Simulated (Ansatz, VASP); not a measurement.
Two plane-wave programs on Ti

```
Ti
1.0
     3.03850    0.00000    0.00000
    -1.51925    2.63142    0.00000
     0.00000    0.00000    4.54542
Ti
2
Direct
  0.33333 0.66667 0.25000
  0.66667 0.33333 0.75000
```

Change from the starting cell: strain +0.030 along x and y, -0.030 along z, atoms carried along.

Alike in both runs: task single point; functional PBEsol; k mesh 18 × 18 × 10; occupations gaussian, width 0.15 eV; no spin polarisation.

|  | VASP | Ansatz |
| --- | --- | --- |
| version | VASP 6.6.1 | Ansatz 0.2.0 |
| potentials or method | VASP PAW PBE potentials, release 64 (Ti_sv), cutoff 520 eV | scalar-relativistic, plane waves, PAW |
| valence electrons in the cell | 24 | 24 |

VASP gave:

```
gap on the k mesh at the Fermi level (eV)                     : none
pressure (GPa)                                                : -8.5
traceless stress, the component that is largest in VASP (GPa) : 3.44
```

Which values does Ansatz return?

gap on the k mesh at the Fermi level (eV): none; pressure (GPa): -8.3; traceless stress, the component that is largest in VASP (GPa): 3.46.

VASP's potentials were made for PBE, not for PBEsol. A gap of «none» marks a metal or a gap that the smearing closes. The functional is the same, so the differences come from potentials, cutoffs and numerics.
